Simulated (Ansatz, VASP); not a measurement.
**Two plane-wave programs on HfN**

```
Hf N
1.0
     0.00000    2.32267    2.13685
     2.32267    0.00000    2.13685
     2.32267    2.32267    0.00000
Hf N
1 1
Direct
  0.00000 0.00000 0.00000
  0.50000 0.50000 0.50000
```

Alike in both runs: task single point; functional PBE; k mesh 20 × 20 × 20; occupations gaussian, width 0.15 eV; no spin polarisation.

|  | VASP | Ansatz |
| --- | --- | --- |
| version | VASP 6.6.1 | Ansatz 0.2.0 |
| potentials or method | VASP PAW PBE potentials, release 64 (Hf_pv, N), cutoff 520 eV | scalar-relativistic, plane waves, PAW |
| valence electrons in the cell | 15 | 31 |

VASP gave:

- gap on the k mesh at the Fermi level (eV): none
- pressure (GPa): 7.8
- traceless stress, the component that is largest in VASP (GPa): 32.14

Problem. What did Ansatz give for the same quantities?

Solution. gap on the k mesh at the Fermi level (eV): none; pressure (GPa): 10.0; traceless stress, the component that is largest in VASP (GPa): 32.32.

A gap of «none» marks a metal or a gap that the smearing closes. The functional is the same, so the differences come from potentials, cutoffs and numerics. VASP's potentials hold 15 valence electrons a cell and Ansatz's 31, so a difference there can come from the potentials and not from the codes.

Spin-orbit coupling is off throughout.
